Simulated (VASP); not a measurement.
Here is a VASP 6.6.1 calculation.

INCAR

```
ALGO = Normal
EDIFF = 1E-7
ENCUT = 520
GGA = PE
ISIF = 2
ISMEAR = -1
LASPH = True
LCHARG = False
LREAL = False
LWAVE = False
NBANDS = 21
NELM = 60
PREC = Accurate
SIGMA = 0.08
```

File KPOINTS:

```
k-points
0
Gamma
  12 12 7
```

Contents of POSCAR:

```
CoSi
1.0
    2.9531969963      0.0000000000      0.0000000000
   -1.4765984982      2.5575436211      0.0000000000
    0.0000000000      0.0000000000      4.7392239132
Co Si
2 2
Direct
    0.0000000000      0.0000000000      0.0000000000
    0.0000000000      0.0000000000      0.5000000000
    0.3333333333      0.6666666667      0.2500000000
    0.6666666667      0.3333333333      0.7500000000
```

Potentials or basis: VASP PAW PBE potentials, release 64 (Co, Si).

Run with:

```bash
$ cat potpaw_PBE.64/Co/POTCAR potpaw_PBE.64/Si/POTCAR > POTCAR
$ mpirun -np 1 vasp_std > vasp.out
```

Q: Predict the pressure.

A: 117.9 GPa.

Q: What does it give for the band gap on the k mesh?

A: Zero (bands 13 and 14 overlap by 3.45 eV).

Stress tensor (GPa, compression positive):
```
117.84   0.00   0.00
  0.00 117.84   0.00
  0.00   0.00 118.03
```

Caveat: the cell stands under pressure; the run has no spin polarisation, though such a crystal can be magnetic. Spin polarisation is off, so any magnetic state and its effect on volume and gap are missing.
